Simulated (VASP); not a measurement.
Ta: single point with r2SCAN

Crystal: Ta.

```
Ta
1.0
     0.00000    2.90341    2.90341
     2.90341    0.00000    2.90341
     2.90341    2.90341    0.00000
Ta
2
Direct
  0.12500 0.12500 0.12500
  0.87500 0.87500 0.87500
```

This cell differs from its parent crystal: volume scaled by 0.88.

```json
{"Program": "VASP 6.6.1", "Task": "single point", "Functional": "r2SCAN", "Potentials or basis": "VASP PAW PBE potentials, release 64 (Ta_pv)", "Cutoff": "520 eV", "k mesh": "10 × 10 × 10", "Occupations": "fermi-dirac, width 0.1 eV", "Spin": "no spin polarisation"}
```

| Property | Result |
| --- | --- |
| Pressure | 11.4 GPa |
| Band gap on the k mesh | zero (band 11 reaches 3.31 eV, above the bottom of band 12 at 2.29 eV) |

Levels at points of the mesh, in eV from the Fermi level:
| k point | band 8 | band 9 | band 10 | band 11 | band 12 | band 13 | band 14 | band 15 |
| --- | --- | --- | --- | --- | --- | --- | --- | --- |
| (0.00, 0.00, 0.00) | -1.39 | -1.39 | -0.39 | -0.39 | -0.39 | 2.40 | 2.40 | 2.40 |
| (0.50, 0.00, 0.00) | -1.67 | -1.24 | -1.24 | -0.54 | -0.54 | 0.17 | 3.88 | 3.88 |
| (0.50, 0.50, 0.00) | -2.59 | -0.72 | -0.72 | -0.43 | -0.43 | 2.04 | 2.04 | 5.10 |

Run time: 76 s on 1 thread of Intel Xeon 6975P-C, with other jobs on the host, peak memory 0.2 GiB.

Caveat: the PAW data sets were made with another functional, which shifts forces and pressure a little; spin-orbit coupling is left out, which moves the levels of the heavy elements.
